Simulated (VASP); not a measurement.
Ca2C: single point with PBE-based screened hybrid with 15 % exact exchange

The system is Ca2C.

```xyz
3
Lattice="0.0000 3.1286 3.1286 3.1286 0.0000 3.1286 3.1286 3.1286 0.0000" Properties=species:S:1:pos:R:3 pbc="T T T"
C     0.0000    0.0000    0.0000
Ca    1.5643    1.5643    1.5643
Ca    4.6929    4.6929    4.6929
```

```yaml
Program: VASP 6.6.1
Task: single point
Functional: PBE-based screened hybrid with 15 % exact exchange
Potentials_or_basis: VASP PAW PBE potentials, release 64 (C, Ca_sv)
Cutoff: 520 eV
k_mesh: 4 × 4 × 4
Occupations: gaussian, width 0.01 eV
Spin: no spin polarisation
Dipole_correction: no
Grid_for_exact_exchange_PRECFOCK: Normal
Share_of_exact_exchange: 0.15
Further_INCAR_settings: ALGO = Normal; EDIFF = 1e-06; NBANDS = 19
Screening_parameter: 0.1 1/Å
```

```json
{"Pressure": "0.6 GPa", "Band gap on the k mesh": "0.74 eV"}
```

Levels at points of the mesh, in eV from the valence-band top:
| k point | band 9 | band 10 | band 11 | band 12 | band 13 | band 14 | band 15 | band 16 |
| --- | --- | --- | --- | --- | --- | --- | --- | --- |
| (0.00, 0.00, 0.00) | -9.08 | -1.08 | -1.08 | -1.08 | 1.32 | 2.76 | 2.76 | 6.85 |
| (0.50, 0.00, 0.00) | -8.40 | -2.12 | -0.40 | -0.40 | 3.54 | 3.84 | 3.84 | 4.86 |
| (0.50, 0.50, 0.00) | -8.25 | -2.13 | 0.00 | 0.00 | 0.74 | 3.34 | 3.70 | 5.73 |

Wall time 19 min on 1 thread of AMD EPYC 7R43 64-Core Processor (Zen 3), on a shared host, peak memory 0.29 GiB.

Caveat: the k points lie up to 0.43 Å⁻¹ apart; the structure was generated, so it needn't be the stable form of Ca2C; the PAW data sets were made with another functional, which shifts forces and pressure a little. A k mesh can miss the band edges.
